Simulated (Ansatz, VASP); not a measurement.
**One calculation of Ir, two programs**

```
CELL_PARAMETERS angstrom
-1.53819 1.53819 1.53819
1.53819 -1.53819 1.53819
1.53819 1.53819 -1.53819
ATOMIC_POSITIONS crystal
Ir 0.00000 0.00000 0.00000
```

Alike in both runs: functional PBEsol; k mesh 8 × 8 × 8; occupations gaussian, width 0.1 eV; no spin polarisation.

Ansatz relaxed the structure, and its values are those at the end. VASP's run is a single point on that final structure, the one shown.

|  | VASP | Ansatz |
| --- | --- | --- |
| version | VASP 6.6.1 | Ansatz 0.2.0 |
| potentials or method | VASP PAW PBE potentials, release 64 (Ir), cutoff 500 eV | scalar-relativistic, plane waves, PAW |
| valence electrons in the cell | 9 | 17 |

Ansatz gave:

| Item | Value |
| --- | --- |
| gap on the k mesh at the Fermi level (eV) | none |
| pressure (GPa) | 0.1 |

Q: Estimate VASP's values.

A: gap on the k mesh at the Fermi level (eV): none; pressure (GPa): 0.9.

VASP's potentials were made for PBE, not for PBEsol. A gap of «none» marks a metal or a gap that the smearing closes. VASP's potentials hold 9 valence electrons a cell and Ansatz's 17, so a difference there can come from the potentials and not from the codes.

The k mesh is coarse, so the values compare programs but aren't converged. Neither program's run includes spin-orbit coupling.
